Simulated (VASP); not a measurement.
# CuSi16 (a cell with a defect) in VASP: single point with PBE

Aim: the single point of CuSi16 (a cell with a defect) with PBE.

Everything below comes from runs of VASP 6.6.1. Logs are shortened: lines on timing, memory, paths and dates and some standing lists are left out, and cuts for length are marked.

**1. The cell of the first run**

The cell holds a defect, 17 atoms: a = 7.679 Å, b = 7.679 Å, c = 7.679 Å, α = 60.00°, β = 60.00°, γ = 60.00°.

**2. Single point, PBE**

The input, INCAR:

```
SYSTEM = CuSi16
  PREC = Accurate
  ENCUT = 520
  EDIFF = 1E-6
  ISMEAR = -1
  SIGMA = 0.02
  LREAL = Auto
  LASPH = .TRUE.
  NELM = 100
  ALGO = Normal
  ISIF = 2
  LWAVE = .FALSE.
  LCHARG = .FALSE.
  GGA = PE
  NELECT = 74.0
  NBANDS = 52
```

The input, KPOINTS:

```
regular mesh
0
G
  2 2 2
  0 0 0
```

The input, POSCAR:

```
CuSi16
1.0
    0.0000000000      5.4300000000      5.4300000000
    5.4300000000      0.0000000000      5.4300000000
    5.4300000000      5.4300000000      0.0000000000
Si Cu
16 1
Direct
    0.0073702203      0.0025789753     -0.0030058790
    0.1634493745      0.1129263764      0.1121152943
    0.0071109950      0.0039131989      0.4923354317
    0.1119862281      0.1392050274      0.6246766519
    0.0078264002      0.4902280064      0.0018495516
    0.1107048976      0.6303146559      0.1315456837
   -0.0149271981      0.5106145139      0.5034030033
    0.1103873560      0.6314788009      0.6292038434
    0.5346993207     -0.0219232606     -0.0085723829
    0.6181095011      0.1296251728      0.1250427127
    0.4863389727      0.0074861614      0.5023398496
    0.6189573736      0.1321093260      0.6226749304
    0.4848898844      0.5046985588      0.0010801703
    0.6225853025      0.6084185478      0.1350924630
    0.4845269216      0.5066537257      0.5096865448
    0.6119297348      0.6341431929      0.6279054396
    0.7927452149      0.2172671201      0.2412885915
```

Potentials or basis: VASP PAW PBE potentials, release 64 (Si, Cu).

Launch:

```
> cat potpaw_PBE.64/Si/POTCAR potpaw_PBE.64/Cu/POTCAR > POTCAR
> mpirun -np 1 vasp_std > vasp.out
```

OUTCAR:

```text
SYSTEM = CuSi16
   PREC = Accurate
   ENCUT = 520
   EDIFF = 1E-6
   ISMEAR = -1
   LREAL = Auto
   LASPH = .TRUE.
   NELM = 100
   ISIF = 2
   GGA = PE
   NELECT = 74.0

 ion  position               nearest neighbor table
   1  0.007  0.003  0.997-   4 2.34   6 2.34   2 2.40  10 2.44  17 2.50
   2  0.163  0.113  0.112-  17 2.33   9 2.33   5 2.37   3 2.39   1 2.40
   3  0.007  0.004  0.492-   4 2.34   8 2.34   2 2.39  12 2.43  17 2.54
   4  0.112  0.139  0.625-   7 2.33   1 2.34   3 2.34  11 2.35
   5  0.008  0.490  0.002-   6 2.34   8 2.34   2 2.37  14 2.42  17 2.66
   6  0.111  0.630  0.132-   7 2.33   1 2.34   5 2.34  13 2.35
   7  0.985  0.511  0.503-   4 2.33   6 2.33   8 2.33  16 2.34
   8  0.110  0.631  0.629-   7 2.33   3 2.34   5 2.34  15 2.35
   9  0.535  0.978  0.991-  10 2.33  12 2.33   2 2.33  14 2.33
  10  0.618  0.130  0.125-   9 2.33  13 2.35  11 2.37  17 2.40   1 2.44
  11  0.486  0.007  0.502-  16 2.34   4 2.35  10 2.37  12 2.37  17 2.83
  12  0.619  0.132  0.623-   9 2.33  15 2.35  11 2.37  17 2.42   3 2.43
  13  0.485  0.505  0.001-  16 2.34   6 2.35  10 2.35  14 2.36
  14  0.623  0.608  0.135-   9 2.33  15 2.35  13 2.36   5 2.42  17 2.47
  15  0.485  0.507  0.510-  16 2.34   8 2.35  12 2.35  14 2.35
  16  0.612  0.634  0.628-   7 2.34  15 2.34  13 2.34  11 2.34
  17  0.793  0.217  0.241-   2 2.33  10 2.40  12 2.42  14 2.47   1 2.50   3 2.54   5 2.66  11 2.83

  LATTYP: Found a face centered cubic cell.
 ALAT       =    10.8600000000

  Lattice vectors:

 A1 = (   0.0000000000,   5.4300000000,   5.4300000000)
 A2 = (   5.4300000000,   0.0000000000,   5.4300000000)
 A3 = (   5.4300000000,   5.4300000000,   0.0000000000)

Analysis of symmetry for initial positions (statically):
=====================================================================
 Subroutine PRICEL returns:
 Original cell was already a primitive cell.

 Routine SETGRP: Setting up the symmetry group for a
 face centered cubic supercell.

 Subroutine GETGRP returns: Found  1 space group operations
 (whereof  1 operations were pure point group operations)
 out of a pool of 48 trial point group operations.

The static configuration has the point symmetry C_1 .

Analysis of symmetry for dynamics (positions and initial velocities):
=====================================================================
 Subroutine PRICEL returns:
 Original cell was already a primitive cell.

 Routine SETGRP: Setting up the symmetry group for a
 face centered cubic supercell.

 Subroutine GETGRP returns: Found  1 space group operations
 (whereof  1 operations were pure point group operations)
 out of a pool of 48 trial point group operations.

The dynamic configuration has the point symmetry C_1 .

 Subroutine INISYM returns: Found  1 space group operations
 (whereof  1 operations are pure point group operations),
 and found     1 'primitive' translations

----------------------------------------------------------------------------------------

                                     Primitive cell

  volume of cell :     320.2060

  direct lattice vectors                    reciprocal lattice vectors
     0.000000000  5.430000000  5.430000000    -0.092081031  0.092081031  0.092081031
     5.430000000  0.000000000  5.430000000     0.092081031 -0.092081031  0.092081031
     5.430000000  5.430000000  0.000000000     0.092081031  0.092081031 -0.092081031

  length of vectors
     7.679179644  7.679179644  7.679179644     0.159489025  0.159489025  0.159489025

  position of ions in fractional coordinates (direct lattice)
     0.007370220  0.002578975  0.996994121
     0.163449374  0.112926376  0.112115294
     0.007110995  0.003913199  0.492335432
     0.111986228  0.139205027  0.624676652
     0.007826400  0.490228006  0.001849552
     0.110704898  0.630314656  0.131545684
[... 9 lines left out ...]
     0.611929735  0.634143193  0.627905440
     0.792745215  0.217267120  0.241288592

  ion indices of the primitive-cell ions
   primitive index   ion index
                 1           1
                 2           2
                 3           3
                 4           4
                 5           5
                 6           6
[... 9 lines left out ...]
                16          16
                17          17

----------------------------------------------------------------------------------------

 KPOINTS: regular mesh

Automatic generation of k-mesh.
 Grid dimensions read from file:
 generate k-points for:    2    2    2

 Generating k-lattice:

  Cartesian coordinates                     Fractional coordinates (reciprocal lattice)
    -0.046040516  0.046040516  0.046040516     0.500000000  0.000000000  0.000000000
     0.046040516 -0.046040516  0.046040516     0.000000000  0.500000000  0.000000000
     0.046040516  0.046040516 -0.046040516     0.000000000  0.000000000  0.500000000

  Length of vectors
     0.079744512  0.079744512  0.079744512

  Shift w.r.t. Gamma in fractional coordinates (k-lattice)
     0.000000000  0.000000000  0.000000000

 Subroutine IBZKPT returns following result:
 ===========================================

 Found      8 irreducible k-points:

 Following reciprocal coordinates:
            Coordinates               Weight
  0.000000  0.000000  0.000000      1.000000
  0.500000  0.000000  0.000000      1.000000
  0.000000  0.500000  0.000000      1.000000
  0.000000  0.000000  0.500000      1.000000
  0.500000  0.500000  0.500000      1.000000
  0.500000  0.500000  0.000000      1.000000
  0.000000  0.500000  0.500000      1.000000
  0.500000  0.000000  0.500000      1.000000
   k-points           NKPTS =      8   k-points in BZ     NKDIM =      8   number of bands    NBANDS=     52
   number of dos      NEDOS =    301   number of ions     NIONS =     17
   total plane-waves  NPLWV = 216000
   dimension x,y,z NGX =    60 NGY =   60 NGZ =   60
   dimension x,y,z NGXF=   120 NGYF=  120 NGZF=  120
   ions per type =              16   1
   NGX,Y,Z   is equivalent  to a cutoff of  12.99, 12.99, 12.99 a.u.
   NGXF,Y,Z  is equivalent  to a cutoff of  25.98, 25.98, 25.98 a.u.
 SYSTEM =  CuSi16
   PREC   = accura    normal or accurate (medium, high low for compatibility)
   ISTART =      0    job   : 0-new  1-cont  2-samecut
   ICHARG =      2    charge: 1-file 2-atom 10-const
   ISPIN  =      1    spin polarized calculation?
   LNONCOLLINEAR =      F non collinear calculations
   LSORBIT =      F    spin-orbit coupling
   LASPH  =      T    aspherical Exc in radial PAW
   ENCUT  =  520.0 eV  38.22 Ry    6.18 a.u.  14.28 14.28 14.28*2*pi/ulx,y,z
   NELM   =    100;   NELMIN=  2; NELMDL= -5     # of ELM steps
   EDIFF  = 0.1E-05   stopping-criterion for ELM
   LREAL  =      T    real-space projection
   EDIFFG = 0.1E-04   stopping-criterion for IOM
   NSW    =      0    number of steps for IOM
   IBRION =     -1    ionic relax: 0-MD 1-quasi-New 2-CG
   NFREE  =      0    steps in history (QN), initial steepest desc. (CG)
   ISIF   =      2    stress and relaxation
   ISYM   =      2    0-nonsym 1-usesym 2-fastsym
   POTIM  = 0.5000    time-step for ionic-motion
   TEBEG  =    0.0;   TEEND  =   0.0 temperature during run
   PSTRESS=    0.0 pullay stress
   NELECT =      74.0000    total number of electrons
   NUPDOWN=      -1.0000    fix difference up-down
   EMIN   =  10.00;   EMAX   =-10.00  energy-range for DOS
   EFERMI =   0.00;   METHOD = LEGACY
   ISMEAR =    -1;   SIGMA  =   0.02  broadening in eV -4-tet -1-fermi 0-gaus
   EFERMI_NEDOS =   21; number of points for ismear=-14 and -15
   IALGO  =     38    algorithm
   IMIX   =      4    mixing-type and parameters
     AMIX     =   0.40;   BMIX     =  1.00
     AMIX_MAG =   1.60;   BMIX_MAG =  1.00
  volume/ion in A,a.u.               =      18.84       127.11
  Fermi-wavevector in a.u.,A,eV,Ry     =   1.004636  1.898488 13.732283  1.009294
  Thomas-Fermi vector in A             =   2.137265
   LORBIT       =      0    0 simple, 1 ext, 2 COOP (PROOUT), +10 PAW based schemes
   GGA     = PE    functional components
   LHFCALC =     F    Hartree Fock is set to
   AEXX    =    0.0000 exact exchange contribution
   IVDW    =     0    specifies the selected vdW correction
   LEPSILON=     F    determine dielectric tensor
   LRPA    =     F    only Hartree local field effects (RPA)
 non-spin polarized calculation
  energy-cutoff  :      520.00
  volume of cell :      320.21
 maximum number of plane-waves:      8646
 NGX is ok and might be reduce to    60
   NGX = 29   NGY = 29   NGZ = 29

 number of electron      74.0000000 magnetization

 Free energy of the ion-electron system (eV)
  ---------------------------------------------------
  ext. energy  EPLUGINS =         0.00000000
  ---------------------------------------------------
  free energy    TOTEN  =       -94.21574255 eV

  energy without entropy =      -94.21570541  energy(sigma->0) =      -94.21572398

 E-fermi :   6.3917     XC(G=0):  -9.6087

 val. band max:        6.2345214636   @ k =   0.0000   0.0000   0.0000
 cond. band min:       6.5473258870   @ k =   0.0000   0.0000   0.0000
 fundamental gap:      0.3128044235
 Fermi energy:         6.3916737126

 k-point     1 :       0.0000    0.0000    0.0000
  band No.  band energies     occupation
      1      -5.8950      2.00000
      2      -3.5502      2.00000
      3      -3.5012      2.00000
      4      -3.4777      2.00000
      5      -3.4671      2.00000
      6      -2.0388      2.00000
[... 41 lines left out ...]
     48       8.4576      0.00000
     49       8.7131      0.00000

 k-point     2 :       0.5000    0.0000    0.0000
  band No.  band energies     occupation
      1      -5.1866      2.00000
      2      -4.9850      2.00000
      3      -3.3347      2.00000
      4      -3.1939      2.00000
      5      -3.1672      2.00000
      6      -3.0336      2.00000
[... 304 lines left out ...]
 k-point     8 :       0.5000    0.0000    0.5000
  band No.  band energies     occupation
      1      -4.9363      2.00000
      2      -4.7184      2.00000
      3      -3.8695      2.00000
      4      -3.7777      2.00000
      5      -3.7469      2.00000
      6      -3.7354      2.00000
[... 41 lines left out ...]
     48      10.4954      0.00000
     49      10.5116      0.00000
 [bands above 49 left out]

------------------------ aborting loop because EDIFF is reached ----------------------------------------

  FORCE on cell =-STRESS in cart. coord.  units (eV):
  Direction    XX          YY          ZZ          XY          YZ          ZX
  --------------------------------------------------------------------------------------
  -------------------------------------------------------------------------------------
  Total       -1.5705760     -1.7484180     -2.1653582     -0.0998261      0.4417803     -0.3343979
  in kB       -7.8585073     -8.7483542    -10.8345491     -0.4994881      2.2104843     -1.6731875
  external PRESSURE =      -9.1471368 kB  Pullay stress =       0.0000000 kB

 VOLUME and BASIS-vectors are now :
 -----------------------------------------------------------------------------
  energy-cutoff  :      520.00
  volume of cell :      320.21
      direct lattice vectors                 reciprocal lattice vectors
     0.000000000  5.430000000  5.430000000    -0.092081031  0.092081031  0.092081031
     5.430000000  0.000000000  5.430000000     0.092081031 -0.092081031  0.092081031
     5.430000000  5.430000000  0.000000000     0.092081031  0.092081031 -0.092081031

 POSITION                                       TOTAL-FORCE (eV/Angst)
 -----------------------------------------------------------------------------------
      5.42768      5.45370      0.05402        -0.071102      0.003208      0.013906
      1.22198      1.49632      1.50072        -0.020666      0.003080     -0.004379
      2.69463      2.71199      0.05986         0.001970      0.049928      0.009857
      4.14788      4.00008      1.36397        -0.002938      0.002353     -0.036058
      2.67198      0.05254      2.70444         0.012129     -0.012266      0.015638
      4.13690      1.31542      4.02374        -0.012426     -0.018085      0.000612
[... 9 lines left out ...]
      6.85292      6.73230      6.76618         0.024827     -0.023411     -0.025403
      2.48996      5.61480      5.48437         0.054592     -0.000018     -0.019803
 -----------------------------------------------------------------------------------
    total drift:                               -0.001832      0.004526     -0.000369

  FREE ENERGIE OF THE ION-ELECTRON SYSTEM (eV)
  ---------------------------------------------------
  free  energy   TOTEN  =       -94.2157425543 eV

  energy  without entropy=      -94.2157054114  energy(sigma->0) =      -94.21572398
```

Wall time 9.6 min (1 thread of Intel Xeon 8259CL, shared host); peak memory 0.5 GiB.

Results:

* Free energy: -94.2157 eV
* Largest force: 0.090 eV/Å

Forces on the atoms (eV/Å):
```
Si  -0.071  0.003  0.014
Si  -0.021  0.003 -0.004
Si   0.002  0.050  0.010
Si  -0.003  0.002 -0.036
Si   0.012 -0.012  0.016
Si  -0.012 -0.018  0.001
Si  -0.002  0.000  0.014
Si   0.010  0.008 -0.002
Si  -0.001  0.007  0.045
Si  -0.021 -0.026 -0.059
Si  -0.011  0.017  0.008
Si   0.018  0.020 -0.066
Si  -0.022  0.010  0.038
Si   0.050 -0.068  0.031
Si  -0.010  0.028  0.037
Si   0.025 -0.023 -0.025
Cu   0.055  0.000 -0.020
```

Caveat: the k points lie up to 0.50 Å⁻¹ apart; the cell carries a net charge on a neutralising background, which shifts energy and pressure; the cell is charged against a uniform background, so pressure and absolute levels hang on convention.
